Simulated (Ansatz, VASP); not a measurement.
**Two plane-wave programs on Fe**

```
Fe
1.0
    -1.41583    1.41583    1.41583
     1.41583   -1.41583    1.41583
     1.41583    1.41583   -1.41583
Fe
1
Cartesian
  0.0000 0.0000 0.0000
```

Alike in both runs: functional PBE; k mesh 20 × 20 × 20; occupations gaussian, width 0.1 eV; collinear spin.

Ansatz relaxed the structure, and its values are those at the end. VASP's run is a single point on that final structure, the one shown.

|  | VASP | Ansatz |
| --- | --- | --- |
| version | VASP 6.6.1 | Ansatz 0.2.0 |
| potentials or method | VASP PAW PBE potentials, release 64 (Fe), cutoff 520 eV | scalar-relativistic, plane waves, PAW |
| valence electrons in the cell | 8 | 16 |

VASP gave:

- gap on the k mesh at the Fermi level (eV): none
- pressure (GPa): 0.1
- net moment per atom (μB): 2.20
- size of the moment on the site where the two differ most (μB): 2.19

**Question.** Estimate Ansatz's values.

**Answer.** gap on the k mesh at the Fermi level (eV): none; pressure (GPa): 0.0; net moment per atom (μB): 2.17; size of the moment on the site where the two differ most (μB): 2.22.

Site moments also hang on the region over which each program counts them. A gap of «none» marks a metal or a gap that the smearing closes. VASP's potentials hold 8 valence electrons a cell and Ansatz's 16, so a difference there can come from the potentials and not from the codes.
